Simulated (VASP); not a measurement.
Runs of VASP 6.6.1 on AlNi3. The structure is that of space group Fm-3m (No. 225), or close to it. The cells are those of the table. 

| spin | fixed moment (μB) | cell | pressure (GPa) | moment (μB) |
| --- | --- | --- | --- | --- |
| collinear, ferromagnetic start | 0.75 | a = 4.089 Å, angles 60.0°, 4 atoms | (c) | 0.75 |
| collinear, ferromagnetic start | 1.875 | a = 3.843 Å, angles 60.0°, 4 atoms | 34.3 | 1.87 |
| collinear, ferromagnetic start | 1.5 | a = 4.011 Å, angles 60.0°, 4 atoms | 1.9 | 1.50 |
| collinear | 0.375 | a = 3.929 Å, angles 60.0°, 4 atoms | 12.9 | 0.38 |
| collinear, ferromagnetic start | 1.125 | a = 3.929 Å, angles 60.0°, 4 atoms | (a) | 1.13 |
| collinear, ferromagnetic start | 2.625 | a = 4.238 Å, angles 60.0°, 4 atoms | -16.6 | 2.63 |
| collinear, ferromagnetic start | 1.875 | a = 4.238 Å, angles 60.0°, 4 atoms | (b) | 1.88 |
| collinear, ferromagnetic start | 1.125 | a = 3.843 Å, angles 60.0°, 4 atoms | 32.1 | 1.12 |

Alike in all rows: task single point; level PBE; potentials or basis VASP PAW PBE potentials, release 64 (Al, Ni); k mesh 14 × 14 × 14; cutoff (eV) 520; smearing gaussian 0.15 eV.

**Question.** Fill in the values left out.

**Answer.** (a) 14.0; (b) -18.0; (c) -8.6.

Caveats: the total moment is fixed, so each spin has its own Fermi level and the state may be an excited one; the cell stands under pressure (at least some runs); the cell stands under tension (at least some runs).
